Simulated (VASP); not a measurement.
# Ge (Cmcm) in VASP: a series of runs

The runs below take Ge through single point, with PBEsol.

All numbers are computed with VASP 6.6.1; they aren't measurements. Logs are shortened: lines on timing, memory, paths and dates and some standing lists are left out, and cuts for length are marked.

## 1. The cell of the first run

Symmetry: Cmcm, No. 63, orthorhombic system. Conventional cell: a = 3.028 Å, b = 5.280 Å, c = 4.728 Å, α = 90.00°, β = 90.00°, γ = 90.00°. Within 3.9 Å of Ge (site symmetry m2m) lie 12 Ge at 2.94 to 3.04 Å.

This isn't the form of Ge at room conditions, which is diamond.

## 2. Single point, PBEsol (strain +0.0175 x Voigt [1, 1, 0, 0, 0, 0])

Contents of INCAR:

```
SYSTEM = Ge
ALGO = Normal ; EDIFF = 1E-7
ENCUT = 520 ; GGA = PS
ISIF = 2 ; ISMEAR = 0
LASPH = .True. ; LCHARG = .False.
LREAL = .False. ; LWAVE = .False.
NBANDS = 21 ; NELM = 80
PREC = Accurate ; SIGMA = 0.15
```

Contents of KPOINTS:

```
k-points
0
Gamma
  18 18 10
  0 0 0
```

Contents of POSCAR:

```
Ge
1.0
    1.5140938512     -2.6400966782      0.0000000000
    1.5140938512      2.6400966782      0.0000000000
    0.0000000000      0.0000000000      4.7275957900
Ge
2
Direct
    0.6665533700      0.3334466300      0.2500000000
    0.3334466300      0.6665533700      0.7500000000
```

Potentials or basis: VASP PAW PBE potentials, release 64 (Ge_d).

Command:

```bash
> cat potpaw_PBE.64/Ge_d/POTCAR > POTCAR
> mpirun -np 1 vasp_std > vasp.out
```

OUTCAR:

```text
SYSTEM = Ge
   EDIFF = 1E-7
   ENCUT = 520
   GGA = PS
   ISIF = 2
   ISMEAR = 0
   LASPH = .True.
   LREAL = .False.
   NELM = 80
   PREC = Accurate

 ion  position               nearest neighbor table
   1  0.667  0.333  0.250-
   2  0.333  0.667  0.750-

  LATTYP: Found a base centered orthorhombic cell.
 ALAT       =     3.0281877024
 B/A-ratio  =     1.7436809984
 C/A-ratio  =     1.5611964167

  Lattice vectors:

 A1 = (   1.5140938512,  -2.6400966782,   0.0000000000)
 A2 = (   1.5140938512,   2.6400966782,   0.0000000000)
 A3 = (   0.0000000000,   0.0000000000,   4.7275957900)

Analysis of symmetry for initial positions (statically):
=====================================================================
 Subroutine PRICEL returns:
 Original cell was already a primitive cell.

 Routine SETGRP: Setting up the symmetry group for a
 base centered orthorhombic supercell.

 Subroutine GETGRP returns: Found  8 space group operations
 (whereof  4 operations were pure point group operations)
 out of a pool of  8 trial point group operations.

The static configuration has the point symmetry C_2h.
 The point group associated with its full space group is D_2h.

Analysis of symmetry for dynamics (positions and initial velocities):
=====================================================================
 Subroutine PRICEL returns:
 Original cell was already a primitive cell.

 Routine SETGRP: Setting up the symmetry group for a
 base centered orthorhombic supercell.

 Subroutine GETGRP returns: Found  8 space group operations
 (whereof  4 operations were pure point group operations)
 out of a pool of  8 trial point group operations.

The dynamic configuration has the point symmetry C_2h.
 The point group associated with its full space group is D_2h.

 Subroutine INISYM returns: Found  8 space group operations
 (whereof  4 operations are pure point group operations),
 and found     1 'primitive' translations

----------------------------------------------------------------------------------------

                                     Primitive cell

  volume of cell :      37.7957

  direct lattice vectors                    reciprocal lattice vectors
     1.514093851 -2.640096678  0.000000000     0.330230520 -0.189387004  0.000000000
     1.514093851  2.640096678  0.000000000     0.330230520  0.189387004  0.000000000
     0.000000000  0.000000000  4.727595790     0.000000000  0.000000000  0.211524006

  length of vectors
     3.043450453  3.043450453  4.727595790     0.380683115  0.380683115  0.211524006

  position of ions in fractional coordinates (direct lattice)
     0.666553370  0.333446630  0.250000000
     0.333446630  0.666553370  0.750000000

  ion indices of the primitive-cell ions
   primitive index   ion index
                 1           1
                 2           2

----------------------------------------------------------------------------------------

 KPOINTS: k-points

Automatic generation of k-mesh.
 Grid dimensions read from file:
 generate k-points for:   18   18   10

 Generating k-lattice:

  Cartesian coordinates                     Fractional coordinates (reciprocal lattice)
     0.018346140 -0.010521500  0.000000000     0.055555556  0.000000000  0.000000000
     0.018346140  0.010521500  0.000000000     0.000000000  0.055555556  0.000000000
     0.000000000  0.000000000  0.021152401     0.000000000  0.000000000  0.100000000

  Length of vectors
     0.021149062  0.021149062  0.021152401

  Shift w.r.t. Gamma in fractional coordinates (k-lattice)
     0.000000000  0.000000000  0.000000000

 Subroutine IBZKPT returns following result:
 ===========================================

 Found    546 irreducible k-points:

 Following reciprocal coordinates:
            Coordinates               Weight
  0.000000  0.000000  0.000000      1.000000
  0.055556 -0.000000  0.000000      4.000000
  0.111111 -0.000000  0.000000      4.000000
  0.166667  0.000000  0.000000      4.000000
  0.222222 -0.000000  0.000000      4.000000
  0.277778 -0.000000  0.000000      4.000000
[... 16 lines left out ...]
 -0.277778  0.055556  0.000000      4.000000
 -0.222222  0.055556  0.000000      4.000000
 [... further k-points ...]
   k-points           NKPTS =    546   k-points in BZ     NKDIM =    546   number of bands    NBANDS=     21
   number of dos      NEDOS =    301   number of ions     NIONS =      2
   total plane-waves  NPLWV =  20736
   dimension x,y,z NGX =    24 NGY =   24 NGZ =   36
   dimension x,y,z NGXF=    48 NGYF=   48 NGZF=   72
   ions per type =               2
   NGX,Y,Z   is equivalent  to a cutoff of  13.11, 13.11, 12.66 a.u.
   NGXF,Y,Z  is equivalent  to a cutoff of  26.22, 26.22, 25.32 a.u.
 SYSTEM =  Ge
   PREC   = accura    normal or accurate (medium, high low for compatibility)
   ISTART =      0    job   : 0-new  1-cont  2-samecut
   ICHARG =      2    charge: 1-file 2-atom 10-const
   ISPIN  =      1    spin polarized calculation?
   LNONCOLLINEAR =      F non collinear calculations
   LSORBIT =      F    spin-orbit coupling
   LASPH  =      T    aspherical Exc in radial PAW
   ENCUT  =  520.0 eV  38.22 Ry    6.18 a.u.   5.66  5.66  8.79*2*pi/ulx,y,z
   NELM   =     80;   NELMIN=  2; NELMDL= -5     # of ELM steps
   EDIFF  = 0.1E-06   stopping-criterion for ELM
   LREAL  =      F    real-space projection
   EDIFFG = 0.1E-05   stopping-criterion for IOM
   NSW    =      0    number of steps for IOM
   IBRION =     -1    ionic relax: 0-MD 1-quasi-New 2-CG
   NFREE  =      0    steps in history (QN), initial steepest desc. (CG)
   ISIF   =      2    stress and relaxation
   ISYM   =      2    0-nonsym 1-usesym 2-fastsym
   POTIM  = 0.5000    time-step for ionic-motion
   TEBEG  =    0.0;   TEEND  =   0.0 temperature during run
   PSTRESS=    0.0 pullay stress
   NELECT =      28.0000    total number of electrons
   NUPDOWN=      -1.0000    fix difference up-down
   EMIN   =  10.00;   EMAX   =-10.00  energy-range for DOS
   EFERMI =   0.00;   METHOD = LEGACY
   ISMEAR =     0;   SIGMA  =   0.15  broadening in eV -4-tet -1-fermi 0-gaus
   EFERMI_NEDOS =   21; number of points for ismear=-14 and -15
   IALGO  =     38    algorithm
   IMIX   =      4    mixing-type and parameters
     AMIX     =   0.40;   BMIX     =  1.00
     AMIX_MAG =   1.60;   BMIX_MAG =  1.00
  volume/ion in A,a.u.               =      18.90       127.53
  Fermi-wavevector in a.u.,A,eV,Ry     =   1.481312  2.799274 29.855061  2.194285
  Thomas-Fermi vector in A             =   2.595238
   LORBIT       =      0    0 simple, 1 ext, 2 COOP (PROOUT), +10 PAW based schemes
   GGA     = PS    functional components
   LHFCALC =     F    Hartree Fock is set to
   AEXX    =    0.0000 exact exchange contribution
   IVDW    =     0    specifies the selected vdW correction
   LEPSILON=     F    determine dielectric tensor
   LRPA    =     F    only Hartree local field effects (RPA)
 non-spin polarized calculation
 Gauss-broadening in eV      SIGMA  =   0.15
  energy-cutoff  :      520.00
  volume of cell :       37.80
 maximum number of plane-waves:      1041
   NGX = 11   NGY = 11   NGZ = 17

 number of electron      28.0000020 magnetization

 Free energy of the ion-electron system (eV)
  ---------------------------------------------------
  ext. energy  EPLUGINS =         0.00000000
  ---------------------------------------------------
  free energy    TOTEN  =        -9.31347159 eV

  energy without entropy =       -9.30406138  energy(sigma->0) =       -9.30876649

 E-fermi :   6.6364     XC(G=0): -11.4292

 val. band max:        6.6363105053   @ k =   0.5000   0.2778   0.2000
 cond. band min:       6.6456096065   @ k =   0.5000   0.3333   0.4000
 fundamental gap:      0.0092991012
 Fermi energy:         6.6363835961

 k-point     1 :       0.0000    0.0000    0.0000
  band No.  band energies     occupation
      1     -18.0190      2.00000
      2     -18.0116      2.00000
      3     -18.0083      2.00000
      4     -18.0048      2.00000
      5     -18.0029      2.00000
      6     -18.0001      2.00000
[... 13 lines left out ...]
     20      19.1260      0.00000
     21      20.3382      0.00000

 k-point     2 :       0.0556   -0.0000    0.0000
  band No.  band energies     occupation
      1     -18.0193      2.00000
      2     -18.0128      2.00000
      3     -18.0082      2.00000
      4     -18.0008      2.00000
      5     -18.0004      2.00000
      6     -17.9985      2.00000
[... 13 lines left out ...]
     20      18.8867      0.00000
     21      20.3324      0.00000

 k-point     3 :       0.1111   -0.0000    0.0000
  band No.  band energies     occupation
      1     -18.0236      2.00000
      2     -18.0131      2.00000
      3     -18.0017      2.00000
      4     -17.9994      2.00000
      5     -17.9984      2.00000
      6     -17.9971      2.00000
[... 13 lines left out ...]
     20      19.3071      0.00000
     21      20.5289      0.00000

 k-point     4 :       0.1667    0.0000    0.0000
  band No.  band energies     occupation
      1     -18.0313      2.00000
      2     -18.0106      2.00000
      3     -18.0037      2.00000
      4     -18.0030      2.00000
      5     -17.9938      2.00000
      6     -17.9914      2.00000
[... 13 lines left out ...]
     20      19.8429      0.00000
     21      20.2985      0.00000

 k-point     5 :       0.2222   -0.0000    0.0000
  band No.  band energies     occupation
      1     -18.0400      2.00000
      2     -18.0095      2.00000
      3     -18.0086      2.00000
      4     -18.0084      2.00000
      5     -17.9890      2.00000
      6     -17.9790      2.00000
[... 13 lines left out ...]
     20      19.0688      0.00000
     21      20.2655      0.00000
[... 382 lines left out ...]
     20      16.9626      0.00000
     21      19.9342      0.00000

 k-point    22 :      -0.3333    0.0556    0.0000
  band No.  band energies     occupation
      1     -18.0499      2.00000
      2     -18.0228      2.00000
      3     -18.0137      2.00000
      4     -18.0085      2.00000
      5     -17.9807      2.00000
      6     -17.9592      2.00000
[... 13 lines left out ...]
     20      17.3883      0.00000
     21      20.1660      0.00000

 k-point    23 :      -0.2778    0.0556    0.0000
  band No.  band energies     occupation
      1     -18.0419      2.00000
      2     -18.0152      2.00000
      3     -18.0101      2.00000
      4     -18.0095      2.00000
      5     -17.9868      2.00000
      6     -17.9702      2.00000
[... 13 lines left out ...]
     20      17.9963      0.00000
     21      20.2619      0.00000

 k-point    24 :      -0.2222    0.0556    0.0000
  band No.  band energies     occupation
      1     -18.0335      2.00000
      2     -18.0136      2.00000
      3     -18.0080      2.00000
      4     -18.0051      2.00000
      5     -17.9914      2.00000
      6     -17.9816      2.00000
[... 13 lines left out ...]
     20      18.8423      0.00000
     21      19.7067      0.00000

 [... further k-points ...]

------------------------ aborting loop because EDIFF is reached ----------------------------------------

  FORCE on cell =-STRESS in cart. coord.  units (eV):
  Direction    XX          YY          ZZ          XY          YZ          ZX
  --------------------------------------------------------------------------------------
  -------------------------------------------------------------------------------------
  Total       -0.5166643     -0.5745916     -0.3043390      0.0000000     -0.0000000      0.0000000
  in kB      -21.9016130    -24.3571742    -12.9010564      0.0000000     -0.0000000      0.0000000
  external PRESSURE =     -19.7199479 kB  Pullay stress =       0.0000000 kB

 VOLUME and BASIS-vectors are now :
 -----------------------------------------------------------------------------
  energy-cutoff  :      520.00
  volume of cell :       37.80
      direct lattice vectors                 reciprocal lattice vectors
     1.514093851 -2.640096678  0.000000000     0.330230520 -0.189387004  0.000000000
     1.514093851  2.640096678  0.000000000     0.330230520  0.189387004  0.000000000
     0.000000000  0.000000000  4.727595790     0.000000000  0.000000000  0.211524006

 POSITION                                       TOTAL-FORCE (eV/Angst)
 -----------------------------------------------------------------------------------
      1.51409     -0.87943      1.18190         0.000000      0.003242      0.000000
      1.51409      0.87943      3.54570         0.000000     -0.003242     -0.000000
 -----------------------------------------------------------------------------------
    total drift:                               -0.000000     -0.000000      0.000000

  FREE ENERGIE OF THE ION-ELECTRON SYSTEM (eV)
  ---------------------------------------------------
  free  energy   TOTEN  =        -9.3134715899 eV

  energy  without entropy=       -9.3040613827  energy(sigma->0) =       -9.30876649
```

It took 95 s on 1 thread of Intel Xeon 6975P-C (Granite Rapids), shared host; peak memory 0.42 GiB.

Results:

* Free energy: -9.3135 eV
* Pressure: -2.0 GPa
* Largest force: 0.003 eV/Å
* Band gap on the k mesh: zero (bands 14 and 15 overlap by 9.21 eV)

Forces on the atoms (eV/Å):
```
Ge   0.000  0.003  0.000
Ge   0.000 -0.003  0.000
```

Caveat: the cell differs from its parent crystal (strain +0.0175 x Voigt [1, 1, 0, 0, 0, 0]); the PAW data sets were made with another functional, which shifts forces and pressure a little.

(Continued in part 2 of 2.)
